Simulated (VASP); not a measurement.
# HfB (Fm-3m) in VASP: settings compared

The runs below take HfB through single point, with PBEsol, LDA.

Program: VASP 6.6.1. These are calculated values, not measurements. Logs are shortened: lines on timing, memory, paths and dates and some standing lists are left out, and cuts for length are marked.

### Step 1. The cell of the first run

The structure is cubic, space group Fm-3m (No. 225). The conventional cell has a = 4.620 Å, b = 4.620 Å, c = 4.620 Å, α = 90.00°, β = 90.00°, γ = 90.00°. Within 3.1 Å of Hf (site symmetry m-3m) lie 6 B at 2.31 Å. B (site symmetry m-3m) has 6 Hf at 2.31 Å within 3.1 Å.

### Step 2. Single point, PBEsol

INCAR reads:

```
  PREC = Accurate
  ENCUT = 520
  EDIFF = 1E-6
  ISMEAR = 0
  SIGMA = 0.1
  LREAL = False
  LASPH = True
  NELM = 60
  ALGO = Normal
  ISIF = 2
  LWAVE = False
  LCHARG = False
  GGA = PS
  NBANDS = 14
```

KPOINTS reads:

```
regular mesh
0
Gamma
  10 10 10
```

POSCAR reads:

```
HfB
1.0
    3.2668333300      0.0000000000      0.0000000000
    1.6334166650      2.8291606537      0.0000000000
    1.6334166650      0.9430535512      2.6673582444
Hf B
1 1
Direct
    0.5000000000      0.5000000000      0.5000000000
    0.0000000000      0.0000000000      0.0000000000
```

Potentials or basis: VASP PAW PBE potentials, release 64 (Hf_pv, B).

Command:

```bash
cat potpaw_PBE.64/Hf_pv/POTCAR potpaw_PBE.64/B/POTCAR > POTCAR
mpirun -np 1 vasp_std > vasp.out
```

OUTCAR:

```text
PREC = Accurate
   ENCUT = 520
   EDIFF = 1E-6
   ISMEAR = 0
   LREAL = False
   LASPH = True
   NELM = 60
   ISIF = 2
   GGA = PS

 ion  position               nearest neighbor table
   1  0.500  0.500  0.500-   2 2.31   2 2.31   2 2.31   2 2.31   2 2.31   2 2.31
   2  0.000  0.000  0.000-   1 2.31   1 2.31   1 2.31   1 2.31   1 2.31   1 2.31

  LATTYP: Found a face centered cubic cell.
 ALAT       =     4.6200000013

  Lattice vectors:

 A1 = (   3.2668333300,   0.0000000000,   0.0000000000)
 A2 = (   1.6334166650,   2.8291606537,   0.0000000000)
 A3 = (   1.6334166650,   0.9430535512,   2.6673582444)

Analysis of symmetry for initial positions (statically):
=====================================================================
 Subroutine PRICEL returns:
 Original cell was already a primitive cell.

 Routine SETGRP: Setting up the symmetry group for a
 face centered cubic supercell.

 Subroutine GETGRP returns: Found 48 space group operations
 (whereof 48 operations were pure point group operations)
 out of a pool of 48 trial point group operations.

The static configuration has the point symmetry O_h .

Analysis of symmetry for dynamics (positions and initial velocities):
=====================================================================
 Subroutine PRICEL returns:
 Original cell was already a primitive cell.

 Routine SETGRP: Setting up the symmetry group for a
 face centered cubic supercell.

 Subroutine GETGRP returns: Found 48 space group operations
 (whereof 48 operations were pure point group operations)
 out of a pool of 48 trial point group operations.

The dynamic configuration has the point symmetry O_h .

 Subroutine INISYM returns: Found 48 space group operations
 (whereof 48 operations are pure point group operations),
 and found     1 'primitive' translations

----------------------------------------------------------------------------------------

                                     Primitive cell

  volume of cell :      24.6528

  direct lattice vectors                    reciprocal lattice vectors
     3.266833330  0.000000000  0.000000000     0.306106832 -0.176730862 -0.124967591
     1.633416665  2.829160654  0.000000000     0.000000000  0.353461723 -0.124967591
     1.633416665  0.943053551  2.667358244     0.000000000  0.000000000  0.374902772

  length of vectors
     3.266833330  3.266833330  3.266833330     0.374902772  0.374902772  0.374902772

  position of ions in fractional coordinates (direct lattice)
     0.500000000  0.500000000  0.500000000
     0.000000000  0.000000000  0.000000000

  ion indices of the primitive-cell ions
   primitive index   ion index
                 1           1
                 2           2

----------------------------------------------------------------------------------------

 KPOINTS: regular mesh

Automatic generation of k-mesh.
 Grid dimensions read from file:
 generate k-points for:   10   10   10

 Generating k-lattice:

  Cartesian coordinates                     Fractional coordinates (reciprocal lattice)
     0.030610683 -0.017673086 -0.012496759     0.100000000  0.000000000  0.000000000
     0.000000000  0.035346172 -0.012496759     0.000000000  0.100000000 -0.000000000
     0.000000000  0.000000000  0.037490277     0.000000000  0.000000000  0.100000000

  Length of vectors
     0.037490277  0.037490277  0.037490277

  Shift w.r.t. Gamma in fractional coordinates (k-lattice)
     0.000000000  0.000000000  0.000000000

 Subroutine IBZKPT returns following result:
 ===========================================

 Found     47 irreducible k-points:

 Following reciprocal coordinates:
            Coordinates               Weight
  0.000000  0.000000  0.000000      1.000000
  0.100000  0.000000 -0.000000      8.000000
  0.200000  0.000000 -0.000000      8.000000
  0.300000  0.000000 -0.000000      8.000000
  0.400000 -0.000000 -0.000000      8.000000
  0.500000  0.000000  0.000000      4.000000
[... 16 lines left out ...]
  0.300000  0.300000 -0.000000      6.000000
  0.400000  0.300000 -0.000000     24.000000
 [... further k-points ...]
   k-points           NKPTS =     47   k-points in BZ     NKDIM =     47   number of bands    NBANDS=     14
   number of dos      NEDOS =    301   number of ions     NIONS =      2
   total plane-waves  NPLWV =  13824
   dimension x,y,z NGX =    24 NGY =   24 NGZ =   24
   dimension x,y,z NGXF=    48 NGYF=   48 NGZF=   48
   ions per type =               1   1
   NGX,Y,Z   is equivalent  to a cutoff of  12.21, 12.21, 12.21 a.u.
   NGXF,Y,Z  is equivalent  to a cutoff of  24.43, 24.43, 24.43 a.u.
 SYSTEM =  unknown system
   PREC   = accura    normal or accurate (medium, high low for compatibility)
   ISTART =      0    job   : 0-new  1-cont  2-samecut
   ICHARG =      2    charge: 1-file 2-atom 10-const
   ISPIN  =      1    spin polarized calculation?
   LNONCOLLINEAR =      F non collinear calculations
   LSORBIT =      F    spin-orbit coupling
   LASPH  =      T    aspherical Exc in radial PAW
   ENCUT  =  520.0 eV  38.22 Ry    6.18 a.u.   6.07  6.07  6.07*2*pi/ulx,y,z
   NELM   =     60;   NELMIN=  2; NELMDL= -5     # of ELM steps
   EDIFF  = 0.1E-05   stopping-criterion for ELM
   LREAL  =      F    real-space projection
   EDIFFG = 0.1E-04   stopping-criterion for IOM
   NSW    =      0    number of steps for IOM
   IBRION =     -1    ionic relax: 0-MD 1-quasi-New 2-CG
   NFREE  =      0    steps in history (QN), initial steepest desc. (CG)
   ISIF   =      2    stress and relaxation
   ISYM   =      2    0-nonsym 1-usesym 2-fastsym
   POTIM  = 0.5000    time-step for ionic-motion
   TEBEG  =    0.0;   TEEND  =   0.0 temperature during run
   PSTRESS=    0.0 pullay stress
   NELECT =      13.0000    total number of electrons
   NUPDOWN=      -1.0000    fix difference up-down
   EMIN   =  10.00;   EMAX   =-10.00  energy-range for DOS
   EFERMI =   0.00;   METHOD = LEGACY
   ISMEAR =     0;   SIGMA  =   0.10  broadening in eV -4-tet -1-fermi 0-gaus
   EFERMI_NEDOS =   21; number of points for ismear=-14 and -15
   IALGO  =     38    algorithm
   IMIX   =      4    mixing-type and parameters
     AMIX     =   0.40;   BMIX     =  1.00
     AMIX_MAG =   1.60;   BMIX_MAG =  1.00
  volume/ion in A,a.u.               =      12.33        83.18
  Fermi-wavevector in a.u.,A,eV,Ry     =   1.322617  2.499383 23.800871  1.749315
  Thomas-Fermi vector in A             =   2.452285
   LORBIT       =      0    0 simple, 1 ext, 2 COOP (PROOUT), +10 PAW based schemes
   GGA     = PS    functional components
   LHFCALC =     F    Hartree Fock is set to
   AEXX    =    0.0000 exact exchange contribution
   IVDW    =     0    specifies the selected vdW correction
   LEPSILON=     F    determine dielectric tensor
   LRPA    =     F    only Hartree local field effects (RPA)
 non-spin polarized calculation
 Gauss-broadening in eV      SIGMA  =   0.10
  energy-cutoff  :      520.00
  volume of cell :       24.65
 maximum number of plane-waves:       678
   NGX = 13   NGY = 13   NGZ = 13

 number of electron      13.0000002 magnetization

 Free energy of the ion-electron system (eV)
  ---------------------------------------------------
  ext. energy  EPLUGINS =         0.00000000
  ---------------------------------------------------
  free energy    TOTEN  =       -18.20383693 eV

  energy without entropy =      -18.19709473  energy(sigma->0) =      -18.20046583

 E-fermi :   4.9702     XC(G=0): -12.4034

 val. band max:        4.9378343384   @ k =  -0.2000   0.1000   0.0000
 cond. band min:       4.9933039072   @ k =   0.5000   0.3000   0.1000
 fundamental gap:      0.0554695688
 Fermi energy:         4.9701627143

 k-point     1 :       0.0000    0.0000    0.0000
  band No.  band energies     occupation
      1     -23.2483      2.00000
      2     -23.2483      2.00000
      3     -23.2483      2.00000
      4      -4.5700      2.00000
      5       7.1513      0.00000
      6       7.1513      0.00000
      7       7.1513      0.00000
      8       8.9865      0.00000
      9       8.9865      0.00000
     10       8.9865      0.00000
     11       9.1959      0.00000
     12       9.1959      0.00000
     13      16.6534      0.00000
     14      18.0344      0.00000

 k-point     2 :       0.1000    0.0000   -0.0000
  band No.  band energies     occupation
      1     -23.3237      2.00000
      2     -23.2560      2.00000
      3     -23.2560      2.00000
      4      -4.2802      2.00000
      5       6.2591      0.00000
      6       6.8064      0.00000
      7       6.8064      0.00000
      8       7.9023      0.00000
      9       7.9023      0.00000
     10       9.4277      0.00000
     11      11.2072      0.00000
     12      11.2072      0.00000
     13      17.3880      0.00000
     14      18.3470      0.00000

 k-point     3 :       0.2000    0.0000   -0.0000
  band No.  band energies     occupation
      1     -23.5158      2.00000
      2     -23.2758      2.00000
      3     -23.2758      2.00000
      4      -3.4709      2.00000
      5       4.7497      1.99818
      6       5.5278      0.00000
      7       5.5278      0.00000
      8       8.4720      0.00000
      9       8.4720      0.00000
     10       9.9173      0.00000
     11      13.6007      0.00000
     12      13.6007      0.00000
     13      18.7261      0.00000
     14      19.3095      0.00000

 k-point     4 :       0.3000    0.0000   -0.0000
  band No.  band energies     occupation
      1     -23.7436      2.00000
      2     -23.3002      2.00000
      3     -23.3002      2.00000
      4      -2.3024      2.00000
      5       3.2671      2.00000
      6       4.4800      2.00000
      7       4.4800      2.00000
      8       9.5994      0.00000
      9       9.5994      0.00000
     10      10.4533      0.00000
     11      16.0699      0.00000
     12      16.0699      0.00000
     13      17.6270      0.00000
     14      20.1719      0.00000

 k-point     5 :       0.4000   -0.0000   -0.0000
  band No.  band energies     occupation
      1     -23.9208      2.00000
      2     -23.3197      2.00000
      3     -23.3197      2.00000
      4      -0.9946      2.00000
      5       1.9205      2.00000
      6       3.8342      2.00000
      7       3.8342      2.00000
      8      10.8593      0.00000
      9      10.8593      0.00000
     10      11.3790      0.00000
     11      15.2577      0.00000
[... 276 lines left out ...]
 k-point    22 :      -0.2000    0.2000    0.0000
  band No.  band energies     occupation
      1     -23.7027      2.00000
      2     -23.4503      2.00000
      3     -23.2923      2.00000
      4      -1.9197      2.00000
      5       3.0527      2.00000
      6       4.2419      2.00000
      7       4.3333      2.00000
      8       8.7947      0.00000
      9      11.2901      0.00000
     10      11.5268      0.00000
     11      13.2810      0.00000
     12      17.4251      0.00000
     13      18.1300      0.00000
     14      20.1782      0.00000

 k-point    23 :       0.3000    0.3000   -0.0000
  band No.  band energies     occupation
      1     -23.7029      2.00000
      2     -23.4209      2.00000
      3     -23.4209      2.00000
      4      -2.0626      2.00000
      5       2.8621      2.00000
      6       4.7076      1.99980
      7       6.6935      0.00000
      8       6.6935      0.00000
      9      10.4214      0.00000
     10      12.8525      0.00000
     11      12.8525      0.00000
     12      16.5383      0.00000
     13      19.7973      0.00000
     14      20.3173      0.00000

 k-point    24 :       0.4000    0.3000   -0.0000
  band No.  band energies     occupation
      1     -23.7985      2.00000
      2     -23.4717      2.00000
      3     -23.4486      2.00000
      4      -1.5992      2.00000
      5       2.8422      2.00000
      6       4.1834      2.00000
      7       6.3565      0.00000
      8       7.1701      0.00000
      9      11.3331      0.00000
     10      12.9617      0.00000
     11      13.2452      0.00000
     12      17.4607      0.00000
     13      17.8999      0.00000
     14      20.2241      0.00000

 [... further k-points ...]
[... 5 lines left out ...]
  --------------------------------------------------------------------------------------
  -------------------------------------------------------------------------------------
  Total        3.7343998      3.7343998      3.7343998     -0.0000000     -0.0000000      0.0000000
  in kB      242.6975845    242.6975845    242.6975845     -0.0000000     -0.0000000      0.0000000
  external PRESSURE =     242.6975845 kB  Pullay stress =       0.0000000 kB

 VOLUME and BASIS-vectors are now :
 -----------------------------------------------------------------------------
  energy-cutoff  :      520.00
  volume of cell :       24.65
      direct lattice vectors                 reciprocal lattice vectors
     3.266833330  0.000000000  0.000000000     0.306106832 -0.176730862 -0.124967591
     1.633416665  2.829160654  0.000000000     0.000000000  0.353461723 -0.124967591
     1.633416665  0.943053551  2.667358244     0.000000000  0.000000000  0.374902772

 POSITION                                       TOTAL-FORCE (eV/Angst)
 -----------------------------------------------------------------------------------
      3.26683      1.88611      1.33368        -0.000000      0.000000      0.000000
      0.00000      0.00000      0.00000         0.000000     -0.000000      0.000000
 -----------------------------------------------------------------------------------
    total drift:                               -0.000000      0.000000     -0.000000

  FREE ENERGIE OF THE ION-ELECTRON SYSTEM (eV)
  ---------------------------------------------------
  free  energy   TOTEN  =       -18.2038369285 eV

  energy  without entropy=      -18.1970947339  energy(sigma->0) =      -18.20046583
```

It took 8.3 s on 1 thread of Intel Xeon 6975P-C, shared host; peak memory 0.15 GiB.

Results:

```
Free energy : -18.2038 eV
Pressure    : 24.3 GPa
```

Caveat: the PAW data sets were made with another functional, which shifts forces and pressure a little; spin-orbit coupling is left out, which moves the levels of the heavy elements.

### Step 3. Single point, PBEsol

INCAR reads:

```
PREC = Accurate
ENCUT = 520
EDIFF = 1E-6
ISMEAR = -1
SIGMA = 0.03
LREAL = False
LASPH = True
NELM = 60
ALGO = Normal
ISIF = 2
LWAVE = False
LCHARG = False
GGA = PS
NBANDS = 14
```

KPOINTS reads:

```
Automatic mesh
0
Gamma
  6 6 6
```

POSCAR reads:

```
HfB
1.0
    0.0000000000      2.3100000000      2.3100000000
    2.3100000000      0.0000000000      2.3100000000
    2.3100000000      2.3100000000      0.0000000000
Hf B
1 1
Direct
    0.5000000000      0.5000000000      0.5000000000
    0.0000000000      0.0000000000      0.0000000000
```

Potentials or basis: VASP PAW PBE potentials, release 64 (Hf_pv, B).

Command:

```bash
cat potpaw_PBE.64/Hf_pv/POTCAR potpaw_PBE.64/B/POTCAR > POTCAR
mpirun -np 1 vasp_std > vasp.out
```

Wall time 4.9 s (1 thread of Intel Xeon Platinum 8488C (Sapphire Rapids), shared host); peak memory 0.14 GiB.

The run converged. Its results:

```yaml
Free_energy: -18.2278 eV
Pressure: 24.6 GPa
```

Levels at points of the mesh, in eV from the Fermi level:
| k point | band 3 | band 4 | band 5 | band 6 | band 7 | band 8 | band 9 | band 10 | band 11 | band 12 |
| --- | --- | --- | --- | --- | --- | --- | --- | --- | --- | --- |
| (0.00, 0.00, 0.00) | -28.04 | -9.35 | 2.37 | 2.37 | 2.37 | 4.21 | 4.21 | 4.21 | 4.41 | 4.41 |
| (0.50, 0.00, 0.00) | -28.12 | -4.83 | -3.78 | -1.16 | -1.16 | 6.72 | 6.72 | 7.78 | 8.68 | 14.21 |
| (0.50, 0.50, 0.00) | -28.30 | -6.49 | -0.93 | -0.67 | 2.62 | 2.62 | 6.45 | 8.09 | 8.09 | 9.58 |

Caveat: the k points lie up to 0.39 Å⁻¹ apart; the PAW data sets were made with another functional, which shifts forces and pressure a little; spin-orbit coupling is left out, which moves the levels of the heavy elements.

### Step 4. Single point, LDA

INCAR reads:

```
PREC = Accurate
ENCUT = 520
EDIFF = 1E-6
ISMEAR = -1
SIGMA = 0.05
LREAL = False
LASPH = True
NELM = 100
ALGO = Normal
ISIF = 2
LWAVE = False
LCHARG = False
GGA = CA
NBANDS = 14
```

KPOINTS reads:

```
regular mesh
0
Gamma
  10 10 10
```

POSCAR is that of step 3.

Potentials or basis: VASP PAW LDA potentials, release 64 (Hf_pv, B).

Command:

```bash
cat potpaw_LDA.64/Hf_pv/POTCAR potpaw_LDA.64/B/POTCAR > POTCAR
mpirun -np 1 vasp_std > vasp.out
```

Wall time 10 s (1 thread of Intel Xeon Platinum 8488C (Sapphire Rapids), shared host); peak memory 0.14 GiB.

It converged, with:

```
Free energy : -18.8711 eV
Pressure    : 19.7 GPa
```

Levels at points of the mesh, in eV from the Fermi level:
```
           k point  band 5  band 6  band 7  band 8  band 9  band 10
(0.00, 0.00, 0.00)    2.14    2.14    2.14    3.98    3.98     3.98
(0.50, 0.00, 0.00)   -3.83   -1.37   -1.37    6.45    6.45     7.52
(0.50, 0.50, 0.00)   -1.11   -0.77    2.44    2.44    6.21     7.81
```

Caveat: spin-orbit coupling is left out, which moves the levels of the heavy elements.

### Step 5. The runs side by side

```csv
level,potentials or basis,k mesh,smearing,gap on the mesh (eV),pressure (GPa)
PBEsol,"VASP PAW PBE potentials, release 64 (Hf_pv, B)",10 × 10 × 10,gaussian 0.1 eV,none,24.3
PBEsol,"VASP PAW PBE potentials, release 64 (Hf_pv, B)",6 × 6 × 6,fermi-dirac 0.03 eV,none,24.6
LDA,"VASP PAW LDA potentials, release 64 (Hf_pv, B)",10 × 10 × 10,fermi-dirac 0.05 eV,none,19.7
```

Alike in all rows: task single point; no spin polarisation; cell a = 3.267 Å, angles 60.0°, 2 atoms; cutoff (eV) 520.

Caveats: some runs use coarse meshes; spin-orbit coupling is left out, which moves the levels of the heavy elements; the PAW data sets were made with another functional, which shifts forces and pressure a little (some runs).

Total energies depend on the potentials used, so only differences within one code and one set of settings carry meaning.
